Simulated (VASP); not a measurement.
# B3C2 (Pm-3m) in VASP: further runs

Runs on B3C2. Level: PBE. Tasks: single point, relaxation of cell and atoms.

All numbers are computed with VASP 6.6.1; they aren't measurements. Logs are shortened: lines on timing, memory, paths and dates and some standing lists are left out, and cuts for length are marked.

## 1. The cell of the first run

It takes space group Pm-3m (No. 221, cubic). The conventional cell has a = 3.268 Å, b = 3.268 Å, c = 3.268 Å, α = 90.00°, β = 90.00°, γ = 90.00°. B (site symmetry 4/mmm) has 2 C at 1.63 Å within 2.2 Å. Within 2.2 Å of C (site symmetry m-3m) lie 6 B at 1.63 Å. Within 3.1 Å of C (site symmetry m-3m) lie 12 B at 2.31 Å and 8 C at 2.83 Å.

## 2. Single point, PBE

INCAR

```
SYSTEM = B3C2
PREC = Accurate ; ENCUT = 520
EDIFF = 1E-6 ; ISMEAR = 0
SIGMA = 0.1 ; LREAL = .FALSE.
LASPH = .TRUE. ; NELM = 100
ALGO = Normal ; ISIF = 2
LWAVE = .FALSE. ; LCHARG = .FALSE.
GGA = PE ; NBANDS = 16
```

KPOINTS

```
Automatic mesh
0
G
  12 12 12
  0 0 0
```

POSCAR

```
B3C2
1.0
    3.2681400248      0.0000000000      0.0000000000
    0.0000000000      3.2681400248      0.0000000000
    0.0000000000      0.0000000000      3.2681400248
B C
3 2
Direct
    0.5000000000      0.0000000000      0.0000000000
    0.0000000000      0.5000000000      0.0000000000
    0.0000000000      0.0000000000      0.5000000000
    0.0000000000      0.0000000000      0.0000000000
    0.5000000000      0.5000000000      0.5000000000
```

Potentials or basis: VASP PAW PBE potentials, release 64 (B, C).

Started as:

```bash
$ cat potpaw_PBE.64/B/POTCAR potpaw_PBE.64/C/POTCAR > POTCAR
$ mpirun -np 1 vasp_std > vasp.out
```

OUTCAR:

```text
SYSTEM = B3C2
   PREC = Accurate
   ENCUT = 520
   EDIFF = 1E-6
   ISMEAR = 0
   LREAL = .FALSE.
   LASPH = .TRUE.
   NELM = 100
   ISIF = 2
   GGA = PE

 ion  position               nearest neighbor table
   1  0.500  0.000  0.000-   4 1.63   4 1.63
   2  0.000  0.500  0.000-   4 1.63   4 1.63
   3  0.000  0.000  0.500-   4 1.63   4 1.63
   4  0.000  0.000  0.000-   1 1.63   2 1.63   3 1.63   3 1.63   2 1.63   1 1.63
   5  0.500  0.500  0.500-

  LATTYP: Found a simple cubic cell.
 ALAT       =     3.2681400248

  Lattice vectors:

 A1 = (   3.2681400248,   0.0000000000,   0.0000000000)
 A2 = (   0.0000000000,   3.2681400248,   0.0000000000)
 A3 = (   0.0000000000,   0.0000000000,   3.2681400248)

Analysis of symmetry for initial positions (statically):
=====================================================================
 Subroutine PRICEL returns:
 Original cell was already a primitive cell.

 Routine SETGRP: Setting up the symmetry group for a
 simple cubic supercell.

 Subroutine GETGRP returns: Found 48 space group operations
 (whereof 48 operations were pure point group operations)
 out of a pool of 48 trial point group operations.

The static configuration has the point symmetry O_h .

Analysis of symmetry for dynamics (positions and initial velocities):
=====================================================================
 Subroutine PRICEL returns:
 Original cell was already a primitive cell.

 Routine SETGRP: Setting up the symmetry group for a
 simple cubic supercell.

 Subroutine GETGRP returns: Found 48 space group operations
 (whereof 48 operations were pure point group operations)
 out of a pool of 48 trial point group operations.

The dynamic configuration has the point symmetry O_h .

 Subroutine INISYM returns: Found 48 space group operations
 (whereof 48 operations are pure point group operations),
 and found     1 'primitive' translations

----------------------------------------------------------------------------------------

                                     Primitive cell

  volume of cell :      34.9062

  direct lattice vectors                    reciprocal lattice vectors
     3.268140025  0.000000000  0.000000000     0.305984441  0.000000000  0.000000000
     0.000000000  3.268140025  0.000000000     0.000000000  0.305984441  0.000000000
     0.000000000  0.000000000  3.268140025     0.000000000  0.000000000  0.305984441

  length of vectors
     3.268140025  3.268140025  3.268140025     0.305984441  0.305984441  0.305984441

  position of ions in fractional coordinates (direct lattice)
     0.500000000  0.000000000  0.000000000
     0.000000000  0.500000000  0.000000000
     0.000000000  0.000000000  0.500000000
     0.000000000  0.000000000  0.000000000
     0.500000000  0.500000000  0.500000000

  ion indices of the primitive-cell ions
   primitive index   ion index
                 1           1
                 2           2
                 3           3
                 4           4
                 5           5

----------------------------------------------------------------------------------------

 KPOINTS: Automatic mesh

Automatic generation of k-mesh.
 Grid dimensions read from file:
 generate k-points for:   12   12   12

 Generating k-lattice:

  Cartesian coordinates                     Fractional coordinates (reciprocal lattice)
     0.025498703  0.000000000  0.000000000     0.083333333  0.000000000  0.000000000
     0.000000000  0.025498703  0.000000000     0.000000000  0.083333333  0.000000000
     0.000000000  0.000000000  0.025498703     0.000000000  0.000000000  0.083333333

  Length of vectors
     0.025498703  0.025498703  0.025498703

  Shift w.r.t. Gamma in fractional coordinates (k-lattice)
     0.000000000  0.000000000  0.000000000

 Subroutine IBZKPT returns following result:
 ===========================================

 Found     84 irreducible k-points:

 Following reciprocal coordinates:
            Coordinates               Weight
  0.000000  0.000000  0.000000      1.000000
  0.083333  0.000000  0.000000      6.000000
  0.166667  0.000000  0.000000      6.000000
  0.250000  0.000000  0.000000      6.000000
  0.333333  0.000000  0.000000      6.000000
  0.416667  0.000000  0.000000      6.000000
[... 16 lines left out ...]
  0.333333  0.333333  0.000000     12.000000
  0.416667  0.333333  0.000000     24.000000
 [... further k-points ...]
   k-points           NKPTS =     84   k-points in BZ     NKDIM =     84   number of bands    NBANDS=     16
   number of dos      NEDOS =    301   number of ions     NIONS =      5
   total plane-waves  NPLWV =  13824
   dimension x,y,z NGX =    24 NGY =   24 NGZ =   24
   dimension x,y,z NGXF=    48 NGYF=   48 NGZF=   48
   ions per type =               3   2
   NGX,Y,Z   is equivalent  to a cutoff of  12.21, 12.21, 12.21 a.u.
   NGXF,Y,Z  is equivalent  to a cutoff of  24.42, 24.42, 24.42 a.u.
 SYSTEM =  B3C2
   PREC   = accura    normal or accurate (medium, high low for compatibility)
   ISTART =      0    job   : 0-new  1-cont  2-samecut
   ICHARG =      2    charge: 1-file 2-atom 10-const
   ISPIN  =      1    spin polarized calculation?
   LNONCOLLINEAR =      F non collinear calculations
   LSORBIT =      F    spin-orbit coupling
   LASPH  =      T    aspherical Exc in radial PAW
   ENCUT  =  520.0 eV  38.22 Ry    6.18 a.u.   6.08  6.08  6.08*2*pi/ulx,y,z
   NELM   =    100;   NELMIN=  2; NELMDL= -5     # of ELM steps
   EDIFF  = 0.1E-05   stopping-criterion for ELM
   LREAL  =      F    real-space projection
   EDIFFG = 0.1E-04   stopping-criterion for IOM
   NSW    =      0    number of steps for IOM
   IBRION =     -1    ionic relax: 0-MD 1-quasi-New 2-CG
   NFREE  =      0    steps in history (QN), initial steepest desc. (CG)
   ISIF   =      2    stress and relaxation
   ISYM   =      2    0-nonsym 1-usesym 2-fastsym
   POTIM  = 0.5000    time-step for ionic-motion
   TEBEG  =    0.0;   TEEND  =   0.0 temperature during run
   PSTRESS=    0.0 pullay stress
   NELECT =      17.0000    total number of electrons
   NUPDOWN=      -1.0000    fix difference up-down
   EMIN   =  10.00;   EMAX   =-10.00  energy-range for DOS
   EFERMI =   0.00;   METHOD = LEGACY
   ISMEAR =     0;   SIGMA  =   0.10  broadening in eV -4-tet -1-fermi 0-gaus
   EFERMI_NEDOS =   21; number of points for ismear=-14 and -15
   IALGO  =     38    algorithm
   IMIX   =      4    mixing-type and parameters
     AMIX     =   0.40;   BMIX     =  1.00
     AMIX_MAG =   1.60;   BMIX_MAG =  1.00
  volume/ion in A,a.u.               =       6.98        47.11
  Fermi-wavevector in a.u.,A,eV,Ry     =   1.288024  2.434012 22.572130  1.659005
  Thomas-Fermi vector in A             =   2.420002
   LORBIT       =      0    0 simple, 1 ext, 2 COOP (PROOUT), +10 PAW based schemes
   GGA     = PE    functional components
   LHFCALC =     F    Hartree Fock is set to
   AEXX    =    0.0000 exact exchange contribution
   IVDW    =     0    specifies the selected vdW correction
   LEPSILON=     F    determine dielectric tensor
   LRPA    =     F    only Hartree local field effects (RPA)
 non-spin polarized calculation
 Gauss-broadening in eV      SIGMA  =   0.10
  energy-cutoff  :      520.00
  volume of cell :       34.91
 maximum number of plane-waves:       968
   NGX = 13   NGY = 13   NGZ = 13

 number of electron      17.0000001 magnetization

 Free energy of the ion-electron system (eV)
  ---------------------------------------------------
  ext. energy  EPLUGINS =         0.00000000
  ---------------------------------------------------
  free energy    TOTEN  =       -27.11487147 eV

  energy without entropy =      -27.10713361  energy(sigma->0) =      -27.11100254

 E-fermi :   8.4084     XC(G=0): -12.3415

 val. band max:        8.3978575668   @ k =   0.1667   0.1667   0.1667
 cond. band min:       8.4199820273   @ k =   0.2500   0.2500   0.0833
 fundamental gap:      0.0221244605
 Fermi energy:         8.4083756716

 k-point     1 :       0.0000    0.0000    0.0000
  band No.  band energies     occupation
      1     -10.8332      2.00000
      2      -1.4204      2.00000
      3      -1.4204      2.00000
      4      -1.4204      2.00000
      5      -0.7832      2.00000
      6       5.9371      2.00000
[... 8 lines left out ...]
     15      16.5501      0.00000
     16      16.5501      0.00000

 k-point     2 :       0.0833    0.0000    0.0000
  band No.  band energies     occupation
      1     -10.7706      2.00000
      2      -2.1977      2.00000
      3      -1.3645      2.00000
      4      -1.3645      2.00000
      5      -0.1546      2.00000
      6       5.9975      2.00000
[... 8 lines left out ...]
     15      16.3694      0.00000
     16      16.3694      0.00000

 k-point     3 :       0.1667    0.0000    0.0000
  band No.  band energies     occupation
      1     -10.5869      2.00000
      2      -3.2825      2.00000
      3      -1.2039      2.00000
      4      -1.2039      2.00000
      5       0.5457      2.00000
      6       5.8767      2.00000
[... 8 lines left out ...]
     15      15.8767      0.00000
     16      15.8767      0.00000

 k-point     4 :       0.2500    0.0000    0.0000
  band No.  band energies     occupation
      1     -10.2962      2.00000
      2      -4.3527      2.00000
      3      -0.9625      2.00000
      4      -0.9625      2.00000
      5       1.1387      2.00000
      6       5.3808      2.00000
[... 8 lines left out ...]
     15      15.1838      0.00000
     16      15.1838      0.00000

 k-point     5 :       0.3333    0.0000    0.0000
  band No.  band energies     occupation
      1      -9.9345      2.00000
      2      -5.3049      2.00000
      3      -0.6874      2.00000
      4      -0.6874      2.00000
      5       1.6712      2.00000
      6       4.7567      2.00000
[... 8 lines left out ...]
     15      14.4162      0.00000
     16      14.7795      0.00000

 k-point     6 :       0.4167    0.0000    0.0000
  band No.  band energies     occupation
      1      -9.5877      2.00000
      2      -6.0175      2.00000
      3      -0.4568      2.00000
      4      -0.4568      2.00000
      5       2.1398      2.00000
      6       4.1829      2.00000
[... 8 lines left out ...]
     15      13.7132      0.00000
     16      14.9029      0.00000

 k-point     7 :       0.5000    0.0000    0.0000
  band No.  band energies     occupation
      1      -9.4295      2.00000
      2      -6.2994      2.00000
      3      -0.3642      2.00000
      4      -0.3642      2.00000
      5       2.3726      2.00000
      6       3.9079      2.00000
[... 8 lines left out ...]
     15      13.3645      0.00000
     16      14.7563      0.00000

 k-point     8 :       0.0833    0.0833    0.0000
  band No.  band energies     occupation
      1     -10.7085      2.00000
      2      -2.4363      2.00000
      3      -1.6462      2.00000
      4      -1.3090      2.00000
      5       0.2707      2.00000
      6       6.0004      2.00000
[... 8 lines left out ...]
     15      16.1401      0.00000
     16      16.1810      0.00000

 k-point     9 :       0.1667    0.0833    0.0000
  band No.  band energies     occupation
      1     -10.5260      2.00000
      2      -3.2970      2.00000
      3      -1.6293      2.00000
      4      -1.1497      2.00000
      5       0.8767      2.00000
      6       5.7561      2.00000
[... 8 lines left out ...]
     15      15.6692      0.00000
     16      15.7242      0.00000
[... 172 lines left out ...]
 k-point    19 :       0.2500    0.2500    0.0000
  band No.  band energies     occupation
      1      -9.8001      2.00000
      2      -4.3202      2.00000
      3      -2.7916      2.00000
      4      -0.5385      2.00000
      5       1.4320      2.00000
      6       4.4004      2.00000
[... 8 lines left out ...]
     15      13.4987      0.00000
     16      16.1984      0.00000

 k-point    20 :       0.3333    0.2500    0.0000
  band No.  band energies     occupation
      1      -9.4761      2.00000
      2      -4.8127      2.00000
      3      -2.7800      2.00000
      4      -0.2890      2.00000
      5       0.8475      2.00000
      6       4.5768      2.00000
[... 8 lines left out ...]
     15      12.9980      0.00000
     16      16.7362      0.00000

 k-point    21 :       0.4167    0.2500    0.0000
  band No.  band energies     occupation
      1      -9.1782      2.00000
      2      -5.3499      2.00000
      3      -2.4776      2.00000
      4      -0.0837      2.00000
      5       0.2237      2.00000
      6       5.0132      2.00000
[... 8 lines left out ...]
     15      13.5656      0.00000
     16      16.3227      0.00000

 k-point    22 :       0.5000    0.2500    0.0000
  band No.  band energies     occupation
      1      -9.0482      2.00000
      2      -5.5739      2.00000
      3      -2.2966      2.00000
      4      -0.0654      2.00000
      5      -0.0026      2.00000
      6       5.5494      2.00000
[... 8 lines left out ...]
     15      14.3288      0.00000
     16      15.7618      0.00000

 k-point    23 :       0.3333    0.3333    0.0000
  band No.  band energies     occupation
      1      -9.1850      2.00000
      2      -4.6776      2.00000
      3      -3.3055      2.00000
      4      -0.0580      2.00000
      5      -0.0539      2.00000
      6       4.9720      2.00000
[... 8 lines left out ...]
     15      13.6823      0.00000
     16      16.8222      0.00000

 k-point    24 :       0.4167    0.3333    0.0000
  band No.  band energies     occupation
      1      -8.9263      2.00000
      2      -4.8724      2.00000
      3      -3.2279      2.00000
      4      -0.8620      2.00000
      5       0.1297      2.00000
      6       5.4982      2.00000
[... 8 lines left out ...]
     15      14.1808      0.00000
     16      16.4957      0.00000

 [... further k-points ...]
[... 5 lines left out ...]
  --------------------------------------------------------------------------------------
  -------------------------------------------------------------------------------------
  Total       -0.0026346     -0.0026346     -0.0026346      0.0000000     -0.0000000      0.0000000
  in kB       -0.1209272     -0.1209272     -0.1209272      0.0000000     -0.0000000      0.0000000
  external PRESSURE =      -0.1209272 kB  Pullay stress =       0.0000000 kB

 VOLUME and BASIS-vectors are now :
 -----------------------------------------------------------------------------
  energy-cutoff  :      520.00
  volume of cell :       34.91
      direct lattice vectors                 reciprocal lattice vectors
     3.268140025  0.000000000  0.000000000     0.305984441  0.000000000  0.000000000
     0.000000000  3.268140025  0.000000000     0.000000000  0.305984441  0.000000000
     0.000000000  0.000000000  3.268140025     0.000000000  0.000000000  0.305984441

 POSITION                                       TOTAL-FORCE (eV/Angst)
 -----------------------------------------------------------------------------------
      1.63407      0.00000      0.00000         0.000000      0.000000      0.000000
      0.00000      1.63407      0.00000         0.000000      0.000000      0.000000
      0.00000      0.00000      1.63407         0.000000      0.000000      0.000000
      0.00000      0.00000      0.00000         0.000000      0.000000      0.000000
      1.63407      1.63407      1.63407         0.000000      0.000000      0.000000
 -----------------------------------------------------------------------------------
    total drift:                                0.000000      0.000000     -0.000000

  FREE ENERGIE OF THE ION-ELECTRON SYSTEM (eV)
  ---------------------------------------------------
  free  energy   TOTEN  =       -27.1148714715 eV

  energy  without entropy=      -27.1071336080  energy(sigma->0) =      -27.11100254
```

It took 24 s on 1 thread of Intel Xeon Platinum 8124M at 3.00GHz (Skylake/Cascade Lake), shared host; peak memory 0.16 GiB.

What came out:

```
Free energy : -27.1149 eV
Pressure    : 0.0 GPa
```

## 3. Relaxation of cell and atoms, PBE

This run uses another cell than the first one, of 10.43 Å³/atom, 1.494 times its volume.

INCAR

```
PREC = Accurate ; ENCUT = 600
EDIFF = 1E-6 ; ISMEAR = 0
SIGMA = 0.1 ; LREAL = False
LASPH = True ; NELM = 60
ALGO = Normal ; ISIF = 3
LWAVE = False ; LCHARG = False
GGA = PE ; IBRION = 2
NSW = 90 ; EDIFFG = -0.04
```

KPOINTS

```
regular mesh
0
Gamma
  6 6 6
```

Edit POSCAR of step 2 so:

```diff
@@ -2,5 +2,5 @@
 1.0
-    3.2681400248      0.0000000000      0.0000000000
-    0.0000000000      3.2681400248      0.0000000000
-    0.0000000000      0.0000000000      3.2681400248
+    3.7362222000      0.0000000000      0.0000000000
+    0.0000000000      3.7362222000      0.0000000000
+    0.0000000000      0.0000000000      3.7362222000
 B C
```

Potentials or basis: VASP PAW PBE potentials, release 64 (B, C).

Started as:

```bash
$ cat potpaw_PBE.64/B/POTCAR potpaw_PBE.64/C/POTCAR > POTCAR
$ mpirun -np 1 vasp_std > vasp.out
```

Run time: 33 s. Hardware: 1 thread of Intel Xeon Platinum 8124M at 3.00GHz (Skylake/Cascade Lake), shared host; peak memory 0.16 GiB.

It converged, with:

- Free energy: -27.1122 eV
- Relaxed volume: 6.99 Å³/atom
- Relaxed cell: a = 3.270 Å, b = 3.270 Å, c = 3.270 Å, α = 90.00°, β = 90.00°, γ = 90.00°
- Space group after relaxing (to 0.05 Å): Pm-3m (No. 221)
- Energy gained by relaxing: 566.6 meV/atom
- Ionic steps: 3
- Pressure after relaxing: -0.4 GPa

The path:
```
step  energy change (eV)  largest force (eV/Å)  pressure (GPa)  volume (Å³)
   1              0.0000                0.0000          -36.06        52.16
   2             -2.7926                0.0000           -8.57        36.37
   3             -2.8332                0.0000           -0.38        34.95
```

Final structure:
```
B C
1.0
     3.26953    0.00000    0.00000
     0.00000    3.26953    0.00000
     0.00000    0.00000    3.26953
B C
3 2
Direct
  0.50000 0.00000 0.00000
  0.00000 0.50000 0.00000
  0.00000 0.00000 0.50000
  0.00000 0.00000 0.00000
  0.50000 0.50000 0.50000
```

Levels at points of the mesh, in eV from the Fermi level:
```
           k point  band 4  band 5  band 6  band 7  band 8  band 9  band 10  band 11  band 12
(0.00, 0.00, 0.00)   -9.84   -9.19   -2.49   -2.49   -0.89   -0.89    -0.89     3.66     4.99
(0.50, 0.00, 0.00)   -8.78   -6.04   -4.50   -3.01   -3.01   -0.80     0.28     3.61     3.61
(0.50, 0.50, 0.00)  -11.43   -7.99   -1.41   -1.41   -0.61   -0.48    -0.37     0.13     0.13
(0.50, 0.50, 0.50)  -10.29   -9.17   -7.74   -7.74   -7.74    5.45     5.45     6.14     6.14
```

Caveat: the volume moved by over 15 % at a fixed basis, so the end points are rough.

## 4. Single point, PBE, collinear spin, ferromagnetic start

This run uses another cell than the first one, of 10.43 Å³/atom, 1.494 times its volume.

INCAR

```
SYSTEM = B3C2
PREC = Accurate ; ENCUT = 520
EDIFF = 1E-6 ; ISMEAR = 0
SIGMA = 0.1 ; LREAL = .FALSE.
LASPH = .TRUE. ; NELM = 150
ALGO = Normal ; ISIF = 2
LWAVE = .FALSE. ; LCHARG = .TRUE.
ISPIN = 2 ; MAGMOM = 0 0 0 1 1
LORBIT = 11 ; GGA = PE
LELF = .TRUE. ; LVHAR = .TRUE.
NBANDS = 20
```

KPOINTS

```
regular mesh
0
G
  6 6 6
  0 0 0
```

POSCAR is that of step 3.

Started as:

```bash
$ cat potpaw_PBE.64/B/POTCAR potpaw_PBE.64/C/POTCAR > POTCAR
$ mpirun -np 1 vasp_std > vasp.out
```

It took 41 s on 1 thread of Intel Xeon Platinum 8124M at 3.00GHz (Skylake/Cascade Lake), shared host; peak memory 0.17 GiB.

Results (log left out):

- Free energy: -24.2777 eV
- Pressure: -36.0 GPa
- Net moment: 0.09 μB per cell
- Site moments: B -0.00; C +0.01, +0.04 μB
- Valence electrons inside the program's atomic spheres: B 1.41; C 2.25, 2.02

Levels at points of the mesh, in eV from the Fermi level:
Spin up:
```tsv
k point	band 4	band 5	band 6	band 7	band 8	band 9	band 10	band 11	band 12	band 13
(0.00, 0.00, 0.00)	-6.16	-6.16	-2.26	-2.26	0.14	0.14	0.14	1.46	3.70	3.70
(0.50, 0.00, 0.00)	-5.47	-5.47	-3.12	-1.56	-0.98	-0.98	1.72	3.49	3.62	3.62
(0.50, 0.50, 0.00)	-8.49	-4.96	-1.21	-0.26	-0.26	-0.22	0.62	1.50	1.50	4.73
(0.50, 0.50, 0.50)	-7.46	-7.46	-4.22	-4.22	-4.22	4.76	4.76	4.76	4.86	4.86
```
Spin down:
```tsv
k point	band 4	band 5	band 6	band 7	band 8	band 9	band 10	band 11	band 12	band 13
(0.00, 0.00, 0.00)	-6.15	-6.15	-2.26	-2.26	0.21	0.21	0.21	1.48	3.70	3.70
(0.50, 0.00, 0.00)	-5.47	-5.47	-3.08	-1.56	-0.92	-0.92	1.72	3.55	3.63	3.63
(0.50, 0.50, 0.00)	-8.48	-4.96	-1.21	-0.20	-0.20	-0.20	0.72	1.50	1.50	4.73
(0.50, 0.50, 0.50)	-7.45	-7.45	-4.19	-4.19	-4.19	4.83	4.83	4.83	4.86	4.86
```

(Continued in part 2 of 2.)
